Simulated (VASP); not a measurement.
**WS2: single point with PBE**

System: WS2, a slab with vacuum.

```xyz
6
Lattice="3.1832 0.0000 0.0000 -1.5916 2.7567 0.0000 0.0000 0.0000 23.4321" Properties=species:S:1:pos:R:3 pbc="T T T"
W     1.5916    0.9189    8.4984
W     0.0000    1.8378   14.9337
S     1.5916    0.9189   16.4771
S     0.0000    1.8378   10.0420
S     1.5916    0.9189   13.3901
S     0.0000    1.8378    6.9550
```

* Program: VASP 6.6.1
* Task: single point
* Functional: PBE
* Potentials or basis: VASP PAW PBE potentials, release 64 (W_sv, S)
* Cutoff: 520 eV
* k mesh: 7 × 7 × 2
* Occupations: fermi-dirac, width 0.05 eV
* Spin: no spin polarisation
* Dipole correction: no
* Further INCAR settings: ALGO = Normal; EDIFF = 1e-06; NBANDS = 35

```yaml
Largest_force: 0.594 eV/Å
Band_gap_on_the_k_mesh: 1.63 eV (least direct gap 2.40 eV)
```

Forces on the atoms (eV/Å):
```
W    0.000  0.000 -0.013
W    0.000  0.000  0.013
S    0.000  0.000  0.594
S    0.000  0.000  0.542
S    0.000  0.000 -0.542
S    0.000  0.000 -0.594
```

Levels at points of the mesh, in eV from the valence-band top:
```csv
k point,band 22,band 23,band 24,band 25,band 26,band 27,band 28,band 29,band 30,band 31
"(0.00, 0.00, 0.00)",-2.11,-2.11,-2.03,-0.50,0.00,2.51,2.51,2.51,2.51,2.71
"(0.00, 0.00, 0.50)",-2.11,-2.11,-2.03,-0.50,0.00,2.51,2.51,2.51,2.51,2.71
```

Run time: 2.4 min on 1 thread of Intel(R) Xeon(R) Platinum 8259CL CPU @ 2.50GHz (Skylake/Cascade Lake), with other jobs on the host, peak memory 0.34 GiB.

Caveat: there is no dipole correction, which matters where the two faces differ; spin-orbit coupling is left out, which moves the levels of the heavy elements.
